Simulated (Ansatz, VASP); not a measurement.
# HgTe: VASP beside Ansatz

File POSCAR:

```
HgTe
1.0
    0.0000000000      3.0772154929      3.0772154929
    3.0772154929      0.0000000000      3.0772154929
    3.0772154929      3.0772154929      0.0000000000
Hg Te
1 1
Direct
    0.0000000000      0.0000000000      0.0000000000
    0.5000000000      0.5000000000      0.5000000000
```

INCAR.step1

```
SYSTEM = HgTe
PREC = Accurate
ENCUT = 520
ISMEAR = 0
SIGMA = 0.1
LREAL = .False.
LASPH = .True.
NELM = 100
NBANDS = 16
GGA = PE
ALGO = Normal
EDIFF = 1E-4
LWAVE = .True.
LCHARG = .False.
```

The input INCAR.step2:

```
SYSTEM = HgTe
PREC = Accurate
ENCUT = 520
EDIFF = 1E-7
ISMEAR = 0
SIGMA = 0.1
LREAL = .False.
LASPH = .True.
NELM = 100
ALGO = Normal
ISIF = 2
LWAVE = .False.
LCHARG = .False.
METAGGA = R2SCAN
LMIXTAU = .True.
NBANDS = 16
ISTART = 1
```

KPOINTS

```
Automatic mesh
0
Gamma
  12 12 12
  0 0 0
```

Input for Ansatz:

```yaml
crystal:
  lattice:
    - [0.0, 3.0772154929, 3.0772154929]
    - [3.0772154929, 0.0, 3.0772154929]
    - [3.0772154929, 3.0772154929, 0.0]
  atoms:
    - { symbol: Hg, position: [0.0, 0.0, 0.0] }
    - { symbol: Te, position: [0.5, 0.5, 0.5] }
basis:
  ecutwfc: 500
kpoints:
  mp_grid: { grid: [12, 12, 12] }
hamiltonian:
  xc: r2scan
scf:
  occupations: { method: gaussian, width: 0.1 }
output:
  forces: true
  stress: true
  eigenvalues: true
  write_density: true
  write_potential: true
  elf: true
  volumetric_format: npy
```

Alike in both runs: task single point; functional r2SCAN; k mesh 12 × 12 × 12; occupations gaussian, width 0.1 eV; no spin polarisation.

```csv
,VASP,Ansatz
version,VASP 6.6.1,Ansatz 0.2.0
potentials or method,"VASP PAW PBE potentials, release 64 (Hg, Te), cutoff 520 eV","scalar-relativistic, plane waves, PAW"
valence electrons in the cell,18,36
```

Ansatz gave:

| Property | Result |
| --- | --- |
| gap on the k mesh at the Fermi level (eV) | none |
| pressure (GPa) | -1.5 |

Q: Estimate VASP's values.

A: gap on the k mesh at the Fermi level (eV): none; pressure (GPa): -1.3.

VASP's potentials were made for PBE, not for r2SCAN. A gap of «none» marks a metal or a gap that the smearing closes. The functional is the same, so the differences come from potentials, cutoffs and numerics. VASP's potentials hold 18 valence electrons a cell and Ansatz's 36, so a difference there can come from the potentials and not from the codes.

Neither program's run includes spin-orbit coupling.
